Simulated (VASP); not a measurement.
Ni3Ge:

```xyz
4
Lattice="3.5303 0.0000 0.0000 0.0000 3.5303 0.0000 0.0000 0.0000 3.5303" Properties=species:S:1:pos:R:3 pbc="T T T"
Ni    1.7652    0.0000    1.7652
Ni    0.0000    1.7652    1.7652
Ni    1.7652    1.7652    0.0000
Ge    0.0000    0.0000    0.0000
```

Base run:

```yaml
Program: VASP 6.6.1
Functional: LDA
Potentials_or_basis: VASP PAW LDA potentials, release 64 (Ni, Ge_d)
Cutoff: 520 eV
k_mesh: 8 × 8 × 8
Occupations: fermi-dirac, width 0.05 eV
Spin: collinear spin, ferromagnetic start
Starting_moments: "[1.2, 1.2, 1.2, 0.0] μB"
Fixed_moment: 3.6 μB
```

Its results: pressure 4.6 GPa; site moments Ni +1.05; Ge +0.26 μB.

Q: The run is repeated on the same cell with these changes: fixed moment from 3.6 μB to 2.4 μB; moments at the start from [1.2, 1.2, 1.2, 0.0] to [0.8, 0.8, 0.8, 0.0]. What comes out?

A: Pressure -1.8 GPa; site moments Ni +0.74; Ge +0.11 μB.

Caveats: the total moment is fixed, so each spin has its own Fermi level and the state may be an excited one; the cell stands under pressure (at least some runs).
